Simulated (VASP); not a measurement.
Write the native input for VASP 6.6.1 that does the following.

```yaml
Task: relaxation of cell and atoms
Functional: PBE
Potentials_or_basis: VASP PAW PBE potentials, release 64 (Al, B, N)
Cutoff: 600 eV
k_mesh: 10 × 10 × 10
Occupations: gaussian, width 0.1 eV
Spin: no spin polarisation
Dipole_correction: no
Further_INCAR_settings: ALGO = Normal; EDIFF = 1e-06; IBRION = 2; EDIFFG = -0.01; NSW = 100; ISIF = 3
```

The structure of Al3BN2 lies in POSCAR:

```
Al3BN2
1.0
   -2.7063638968      2.7063638968      3.1839288758
    2.7063638968     -2.7063638968      3.1839288758
    2.7063638968      2.7063638968     -3.1839288758
Al B N
3 1 2
Direct
    0.5000000000      0.0000000000      0.5000000000
    0.0000000000      0.5000000000      0.5000000000
    0.0000000000      0.0000000000      0.0000000000
    0.5000000000      0.5000000000      0.0000000000
    0.2902465144      0.2902465144      0.0000000000
    0.7097534856      0.7097534856      0.0000000000
```

The cell was generated, and may not be a known phase.

These files were run (other wordings do the same):

INCAR

```
SYSTEM = Al3BN2
  PREC = Accurate
  ENCUT = 600
  EDIFF = 1E-6
  ISMEAR = 0
  SIGMA = 0.1
  LREAL = .False.
  LASPH = .True.
  NELM = 100
  ALGO = Normal
  ISIF = 3
  LWAVE = .False.
  LCHARG = .False.
  GGA = PE
  IBRION = 2
  NSW = 100
  EDIFFG = -0.01
```

KPOINTS

```
regular mesh
0
Gamma
  10 10 10
  0 0 0
```

Potentials or basis: VASP PAW PBE potentials, release 64 (Al, B, N).

Run with:

```console
$ cat potpaw_PBE.64/Al/POTCAR potpaw_PBE.64/B/POTCAR potpaw_PBE.64/N/POTCAR > POTCAR
$ mpirun -np 1 vasp_std > vasp.out
```

Results of the run:

```json
{
 "Relaxed volume": "15.63 Å³/atom",
 "Relaxed cell": "a = 4.986 Å, b = 4.986 Å, c = 4.986 Å, α = 113.97°, β = 113.97°, γ = 100.80°",
 "Space group after relaxing (to 0.1 Å)": "I4/mmm (No. 139)",
 "Energy gained by relaxing": "0.1 meV/atom",
 "Ionic steps": "9",
 "Pressure after relaxing": "0.0 GPa",
 "Band gap on the k mesh": "zero (bands 11 and 12 overlap by 2.24 eV)"
}
```

It took 9.2 min on 1 thread of Intel(R) Xeon(R) Platinum 8488C (Sapphire Rapids) (shared host), peak memory 0.36 GiB.
